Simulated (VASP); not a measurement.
# MgO (Imm2) in VASP: notebook

MgO is run at these levels: PBEsol; tasks: single point.

Program: VASP 6.6.1. These are calculated values, not measurements. Logs are shortened: lines on timing, memory, paths and dates and some standing lists are left out, and cuts for length are marked.

## Step 1: The cell of the first run

Symmetry: Imm2, No. 44, orthorhombic system. Conventional cell: a = 3.020 Å, b = 4.270 Å, c = 3.020 Å, α = 90.00°, β = 90.00°, γ = 90.00°. Within 2.8 Å of Mg (site symmetry mm2) lie 6 O at 2.12 to 2.15 Å. O (site symmetry mm2) has 6 Mg at 2.12 to 2.15 Å within 2.8 Å.

## Step 2: Single point, PBEsol (all O atoms moved +0.025 Å, as atom 2 along Cartesian [1 1 0])

Contents of INCAR:

```
SYSTEM = MgO
PREC = Accurate
ENCUT = 520
EDIFF = 1E-7
ISMEAR = 0
SIGMA = 0.05
LREAL = .FALSE.
LASPH = .TRUE.
NELM = 60
ALGO = Normal
ISIF = 2
LWAVE = .FALSE.
LCHARG = .FALSE.
GGA = PS
NBANDS = 11
```

Contents of KPOINTS:

```
regular mesh
0
G
  10 10 10
  0 0 0
```

Contents of POSCAR:

```
MgO
1.0
    0.0000000000      2.1351500000      2.1351500000
    2.1351500000      0.0000000000      2.1351500000
    2.1351500000      2.1351500000      0.0000000000
Mg O
1 1
Direct
    0.0000000000      0.0000000000      0.0000000000
    0.5000000000      0.5000000000      0.5082793572
```

Potentials or basis: VASP PAW PBE potentials, release 64 (Mg, O).

Command:

```sh
$ cat potpaw_PBE.64/Mg/POTCAR potpaw_PBE.64/O/POTCAR > POTCAR
$ mpirun -np 1 vasp_std > vasp.out
```

OUTCAR:

```text
SYSTEM = MgO
   PREC = Accurate
   ENCUT = 520
   EDIFF = 1E-7
   ISMEAR = 0
   LREAL = .FALSE.
   LASPH = .TRUE.
   NELM = 60
   ISIF = 2
   GGA = PS

 ion  position               nearest neighbor table
   1  0.000  0.000  0.000-   2 2.12   2 2.12   2 2.14   2 2.14   2 2.15   2 2.15
   2  0.500  0.500  0.508-   1 2.12   1 2.12   1 2.14   1 2.14   1 2.15   1 2.15

  LATTYP: Found a face centered cubic cell.
 ALAT       =     4.2703000000

  Lattice vectors:

 A1 = (   0.0000000000,   2.1351500000,   2.1351500000)
 A2 = (   2.1351500000,   0.0000000000,   2.1351500000)
 A3 = (   2.1351500000,   2.1351500000,   0.0000000000)

Analysis of symmetry for initial positions (statically):
=====================================================================
 Subroutine PRICEL returns:
 Original cell was already a primitive cell.

 Routine SETGRP: Setting up the symmetry group for a
 face centered cubic supercell.

 Subroutine GETGRP returns: Found  4 space group operations
 (whereof  4 operations were pure point group operations)
 out of a pool of 48 trial point group operations.

The static configuration has the point symmetry C_2v.

Analysis of symmetry for dynamics (positions and initial velocities):
=====================================================================
 Subroutine PRICEL returns:
 Original cell was already a primitive cell.

 Routine SETGRP: Setting up the symmetry group for a
 face centered cubic supercell.

 Subroutine GETGRP returns: Found  4 space group operations
 (whereof  4 operations were pure point group operations)
 out of a pool of 48 trial point group operations.

The dynamic configuration has the point symmetry C_2v.

 Subroutine INISYM returns: Found  4 space group operations
 (whereof  4 operations are pure point group operations),
 and found     1 'primitive' translations

----------------------------------------------------------------------------------------

                                     Primitive cell

  volume of cell :      19.4677

  direct lattice vectors                    reciprocal lattice vectors
     0.000000000  2.135150000  2.135150000    -0.234175585  0.234175585  0.234175585
     2.135150000  0.000000000  2.135150000     0.234175585 -0.234175585  0.234175585
     2.135150000  2.135150000  0.000000000     0.234175585  0.234175585 -0.234175585

  length of vectors
     3.019558088  3.019558088  3.019558088     0.405604011  0.405604011  0.405604011

  position of ions in fractional coordinates (direct lattice)
     0.000000000  0.000000000  0.000000000
     0.500000000  0.500000000  0.508279357

  ion indices of the primitive-cell ions
   primitive index   ion index
                 1           1
                 2           2

----------------------------------------------------------------------------------------

 KPOINTS: regular mesh

Automatic generation of k-mesh.
 Grid dimensions read from file:
 generate k-points for:   10   10   10

 Generating k-lattice:

  Cartesian coordinates                     Fractional coordinates (reciprocal lattice)
    -0.023417558  0.023417558  0.023417558     0.100000000  0.000000000  0.000000000
     0.023417558 -0.023417558  0.023417558     0.000000000  0.100000000  0.000000000
     0.023417558  0.023417558 -0.023417558     0.000000000  0.000000000  0.100000000

  Length of vectors
     0.040560401  0.040560401  0.040560401

  Shift w.r.t. Gamma in fractional coordinates (k-lattice)
     0.000000000  0.000000000  0.000000000

 Subroutine IBZKPT returns following result:
 ===========================================

 Found    171 irreducible k-points:

 Following reciprocal coordinates:
            Coordinates               Weight
  0.000000  0.000000  0.000000      1.000000
  0.100000  0.000000  0.000000      4.000000
  0.000000  0.000000  0.100000      4.000000
  0.200000  0.000000  0.000000      4.000000
  0.000000  0.000000  0.200000      4.000000
  0.300000  0.000000  0.000000      4.000000
[... 16 lines left out ...]
  0.000000  0.400000  0.100000      8.000000
  0.100000  0.000000  0.400000      8.000000
 [... further k-points ...]
   k-points           NKPTS =    171   k-points in BZ     NKDIM =    171   number of bands    NBANDS=     11
   number of dos      NEDOS =    301   number of ions     NIONS =      2
   total plane-waves  NPLWV =  13824
   dimension x,y,z NGX =    24 NGY =   24 NGZ =   24
   dimension x,y,z NGXF=    48 NGYF=   48 NGZF=   48
   ions per type =               1   1
   NGX,Y,Z   is equivalent  to a cutoff of  13.21, 13.21, 13.21 a.u.
   NGXF,Y,Z  is equivalent  to a cutoff of  26.43, 26.43, 26.43 a.u.
 SYSTEM =  MgO
   PREC   = accura    normal or accurate (medium, high low for compatibility)
   ISTART =      0    job   : 0-new  1-cont  2-samecut
   ICHARG =      2    charge: 1-file 2-atom 10-const
   ISPIN  =      1    spin polarized calculation?
   LNONCOLLINEAR =      F non collinear calculations
   LSORBIT =      F    spin-orbit coupling
   LASPH  =      T    aspherical Exc in radial PAW
   ENCUT  =  520.0 eV  38.22 Ry    6.18 a.u.   5.61  5.61  5.61*2*pi/ulx,y,z
   NELM   =     60;   NELMIN=  2; NELMDL= -5     # of ELM steps
   EDIFF  = 0.1E-06   stopping-criterion for ELM
   LREAL  =      F    real-space projection
   EDIFFG = 0.1E-05   stopping-criterion for IOM
   NSW    =      0    number of steps for IOM
   IBRION =     -1    ionic relax: 0-MD 1-quasi-New 2-CG
   NFREE  =      0    steps in history (QN), initial steepest desc. (CG)
   ISIF   =      2    stress and relaxation
   ISYM   =      2    0-nonsym 1-usesym 2-fastsym
   POTIM  = 0.5000    time-step for ionic-motion
   TEBEG  =    0.0;   TEEND  =   0.0 temperature during run
   PSTRESS=    0.0 pullay stress
   NELECT =       8.0000    total number of electrons
   NUPDOWN=      -1.0000    fix difference up-down
   EMIN   =  10.00;   EMAX   =-10.00  energy-range for DOS
   EFERMI =   0.00;   METHOD = LEGACY
   ISMEAR =     0;   SIGMA  =   0.05  broadening in eV -4-tet -1-fermi 0-gaus
   EFERMI_NEDOS =   21; number of points for ismear=-14 and -15
   IALGO  =     38    algorithm
   IMIX   =      4    mixing-type and parameters
     AMIX     =   0.40;   BMIX     =  1.00
     AMIX_MAG =   1.60;   BMIX_MAG =  1.00
  volume/ion in A,a.u.               =       9.73        65.69
  Fermi-wavevector in a.u.,A,eV,Ry     =   1.217119  2.300022 20.155386  1.481379
  Thomas-Fermi vector in A             =   2.352450
   LORBIT       =      0    0 simple, 1 ext, 2 COOP (PROOUT), +10 PAW based schemes
   GGA     = PS    functional components
   LHFCALC =     F    Hartree Fock is set to
   AEXX    =    0.0000 exact exchange contribution
   IVDW    =     0    specifies the selected vdW correction
   LEPSILON=     F    determine dielectric tensor
   LRPA    =     F    only Hartree local field effects (RPA)
 non-spin polarized calculation
 Gauss-broadening in eV      SIGMA  =   0.05
  energy-cutoff  :      520.00
  volume of cell :       19.47
 maximum number of plane-waves:       544
   NGX = 11   NGY = 11   NGZ = 11

 number of electron       8.0000000 magnetization

 Free energy of the ion-electron system (eV)
  ---------------------------------------------------
  ext. energy  EPLUGINS =         0.00000000
  ---------------------------------------------------
  free energy    TOTEN  =       -12.49546430 eV

  energy without entropy =      -12.49546430  energy(sigma->0) =      -12.49546430

 E-fermi :   3.0705     XC(G=0): -11.1125

 val. band max:        2.7645031869   @ k =   0.0000   0.0000   0.0000
 cond. band min:       7.0114569942   @ k =   0.0000   0.0000   0.0000
 fundamental gap:      4.2469538073
 Fermi energy:         3.0704978161

 k-point     1 :       0.0000    0.0000    0.0000
  band No.  band energies     occupation
      1     -14.2327      2.00000
      2       2.7635      2.00000
      3       2.7644      2.00000
      4       2.7645      2.00000
      5       7.0115      0.00000
      6      18.1679      0.00000
      7      18.1703      0.00000
      8      18.1715      0.00000
      9      21.9026      0.00000
     10      23.7404      0.00000
     11      23.7411      0.00000

 k-point     2 :       0.1000    0.0000    0.0000
  band No.  band energies     occupation
      1     -14.1325      2.00000
      2       2.1073      2.00000
      3       2.7003      2.00000
      4       2.7011      2.00000
      5       7.6509      0.00000
      6      16.9174      0.00000
      7      18.3951      0.00000
      8      18.3976      0.00000
      9      22.9552      0.00000
     10      22.9552      0.00000
     11      23.5058      0.00000

 k-point     3 :       0.0000    0.0000    0.1000
  band No.  band energies     occupation
      1     -14.1325      2.00000
      2       2.1080      2.00000
      3       2.6996      2.00000
      4       2.7008      2.00000
      5       7.6511      0.00000
      6      16.9196      0.00000
      7      18.3936      0.00000
      8      18.3966      0.00000
      9      22.9548      0.00000
     10      22.9562      0.00000
     11      23.5059      0.00000

 k-point     4 :       0.2000    0.0000    0.0000
  band No.  band energies     occupation
      1     -13.8573      2.00000
      2       0.8105      2.00000
      3       2.5386      2.00000
      4       2.5394      2.00000
      5       8.8476      0.00000
      6      15.3989      0.00000
      7      18.8324      0.00000
      8      18.8342      0.00000
      9      22.2516      0.00000
     10      22.2537      0.00000
     11      24.2384      0.00000
[... 239 lines left out ...]
 k-point    22 :       0.4000    0.1000    0.0000
  band No.  band energies     occupation
      1     -13.2046      2.00000
      2      -1.0593      2.00000
      3       1.9894      2.00000
      4       2.1138      2.00000
      5      10.5421      0.00000
      6      14.4396      0.00000
      7      17.7784      0.00000
      8      18.9370      0.00000
      9      22.2233      0.00000
     10      24.5555      0.00000
     11      24.7248      0.00000

 k-point    23 :       0.0000    0.4000    0.1000
  band No.  band energies     occupation
      1     -13.2046      2.00000
      2      -1.0592      2.00000
      3       1.9900      2.00000
      4       2.1132      2.00000
      5      10.5418      0.00000
      6      14.4395      0.00000
      7      17.7835      0.00000
      8      18.9295      0.00000
      9      22.2281      0.00000
     10      24.5731      0.00000
     11      24.7041      0.00000

 k-point    24 :       0.1000    0.0000    0.4000
  band No.  band energies     occupation
      1     -13.2045      2.00000
      2      -1.0590      2.00000
      3       1.9889      2.00000
      4       2.1130      2.00000
      5      10.5427      0.00000
      6      14.4410      0.00000
      7      17.7842      0.00000
      8      18.9307      0.00000
      9      22.2233      0.00000
     10      24.5726      0.00000
     11      24.7051      0.00000

 [... further k-points ...]
[... 5 lines left out ...]
  --------------------------------------------------------------------------------------
  -------------------------------------------------------------------------------------
  Total       -0.7570282     -0.7570282     -0.7685314     -0.0013480      0.0000000      0.0000000
  in kB      -62.3027840    -62.3027840    -63.2494891     -0.1109396      0.0000000      0.0000000
  external PRESSURE =     -62.6183524 kB  Pullay stress =       0.0000000 kB

 VOLUME and BASIS-vectors are now :
 -----------------------------------------------------------------------------
  energy-cutoff  :      520.00
  volume of cell :       19.47
      direct lattice vectors                 reciprocal lattice vectors
     0.000000000  2.135150000  2.135150000    -0.234175585  0.234175585  0.234175585
     2.135150000  0.000000000  2.135150000     0.234175585 -0.234175585  0.234175585
     2.135150000  2.135150000  0.000000000     0.234175585  0.234175585 -0.234175585

 POSITION                                       TOTAL-FORCE (eV/Angst)
 -----------------------------------------------------------------------------------
      0.00000      0.00000      0.00000         0.078004      0.078004      0.000000
      2.15283      2.15283      2.13515        -0.078004     -0.078004     -0.000000
 -----------------------------------------------------------------------------------
    total drift:                               -0.000131     -0.000131     -0.000001

  FREE ENERGIE OF THE ION-ELECTRON SYSTEM (eV)
  ---------------------------------------------------
  free  energy   TOTEN  =       -12.4954642992 eV

  energy  without entropy=      -12.4954642992  energy(sigma->0) =      -12.49546430
```

Run time: 45 s. Hardware: 1 thread of Intel Xeon Platinum 8259CL at 2.50GHz (Skylake/Cascade Lake), shared host; peak memory 0.16 GiB.

Results:

```yaml
Free_energy: -12.4955 eV
Pressure: -6.3 GPa
Largest_force: 0.110 eV/Å
Band_gap_on_the_k_mesh: 4.25 eV, direct
```

Forces in eV/Å, atoms in the order of the input:
```
Mg   0.078  0.078  0.000
O   -0.078 -0.078  0.000
```

Levels at points of the mesh, in eV from the valence-band top:
```tsv
k point	band 1	band 2	band 3	band 4	band 5	band 6	band 7	band 8	band 9
(0.00, 0.00, 0.00)	-17.00	0.00	0.00	0.00	4.25	15.40	15.41	15.41	19.14
(0.50, 0.00, 0.00)	-15.79	-4.50	-0.62	-0.62	7.49	12.04	15.76	15.76	20.16
(0.00, 0.00, 0.50)	-15.79	-4.50	-0.62	-0.62	7.49	12.04	15.76	15.76	20.16
(0.50, 0.50, 0.00)	-15.54	-3.98	-1.31	-1.31	8.88	9.44	12.55	18.23	18.23
(0.00, 0.50, 0.50)	-15.54	-3.98	-1.31	-1.31	8.88	9.44	12.55	18.23	18.23
```

Caveat: the cell differs from its parent crystal (all O atoms moved +0.025 Å, as atom 2 along Cartesian [1 1 0]); the PAW data sets were made with another functional, which shifts forces and pressure a little.

(Continued in part 2 of 2.)
